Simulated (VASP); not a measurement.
A run of VASP 6.6.1 is set up as follows.

Contents of INCAR:

```
PREC = Accurate
ENCUT = 750
EDIFF = 1E-6
ISMEAR = -1
SIGMA = 0.05
LREAL = F
LASPH = T
NELM = 120
ALGO = Normal
ISIF = 2
LWAVE = F
LCHARG = T
GGA = PS
LELF = T
LVHAR = T
NBANDS = 9
GGA_COMPAT = F
```

Contents of KPOINTS:

```
regular mesh
0
Gamma
  11 11 11
```

POSCAR

```
LiH
1.0
    0.0000000000      2.0502388037      2.0502388037
    2.0502388037      0.0000000000      2.0502388037
    2.0502388037      2.0502388037      0.0000000000
Li H
1 1
Direct
    0.0000000000      0.0000000000      0.0000000000
    0.5000000000      0.5000000000      0.5000000000
```

Potentials or basis: VASP PAW PBE potentials, release 64 (Li_sv, H).

Command:

```sh
$ cat potpaw_PBE.64/Li_sv/POTCAR potpaw_PBE.64/H/POTCAR > POTCAR
$ mpirun -np 1 vasp_std > vasp.out
```

What does it give for the band gap on the k mesh?

2.99 eV, direct.

Estimate the pressure.

-2.9 GPa.

Caveat: the PAW data sets were made with another functional, which shifts forces and pressure a little. A k mesh can miss the band edges.
